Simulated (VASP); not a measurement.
Write the native input for VASP 6.6.1 that does the following.

* Task: single point
* Functional: r2SCAN
* Potentials or basis: VASP PAW PBE potentials, release 64 (B, N)
* Cutoff: 520 eV
* k mesh: 12 × 12 × 12
* Occupations: gaussian, width 0.05 eV
* Spin: no spin polarisation
* Dipole correction: no
* Further INCAR settings: ALGO = Normal; EDIFF = 1e-06; NBANDS = 11

Crystal: BN.

```xyz
2
Lattice="0.0000 1.6984 2.0381 1.6984 0.0000 2.0381 1.6984 1.6984 0.0000" Properties=species:S:1:pos:R:3 pbc="T T T"
B     0.0000    0.0000    0.0000
N     2.5476    2.5476    3.0571
```

This cell differs from its parent crystal: ratio of the length along z to the lengths across it x 1.2, volume and fractional coordinates fixed.

The input as run:

POSCAR

```
BN
1.0
    0.0000000000      1.6983947696      2.0380737236
    1.6983947696      0.0000000000      2.0380737236
    1.6983947696      1.6983947696      0.0000000000
B N
1 1
Direct
    0.0000000000      0.0000000000      0.0000000000
    0.7500000000      0.7500000000      0.7500000000
```

INCAR.step1

```
ALGO = Normal ; EDIFF = 1E-4
ENCUT = 520 ; GGA = PE
ISMEAR = 0 ; LASPH = True
LCHARG = False ; LREAL = False
LWAVE = True ; NBANDS = 11
NELM = 60 ; PREC = Accurate
SIGMA = 0.05
```

INCAR.step2

```
ALGO = Normal ; EDIFF = 1E-6
ENCUT = 520 ; ISIF = 2
ISMEAR = 0 ; ISTART = 1
LASPH = True ; LCHARG = True
LELF = True ; LMIXTAU = True
LREAL = False ; LVHAR = True
LWAVE = False ; METAGGA = R2SCAN
NBANDS = 11 ; NELM = 60
PREC = Accurate ; SIGMA = 0.05
```

KPOINTS

```
k-points
0
Gamma
  12 12 12
```

Potentials or basis: VASP PAW PBE potentials, release 64 (B, N).

Launch:

```sh
$ cat potpaw_PBE.64/B/POTCAR potpaw_PBE.64/N/POTCAR > POTCAR
$ cp INCAR.step1 INCAR
$ mpirun -np 1 vasp_std > vasp.out
$ cp INCAR.step2 INCAR
$ mpirun -np 1 vasp_std > vasp.out
```

Results of the run:

```
Pressure               : 1.8 GPa
Band gap on the k mesh : 3.26 eV, indirect (least direct gap 7.60 eV)
```

Caveat: the PAW data sets were made with another functional, which shifts forces and pressure a little.

Run time: 45 s on 1 thread of AMD EPYC 9R45 96-Core Processor (Zen 5) (shared host), peak memory 0.1 GiB.
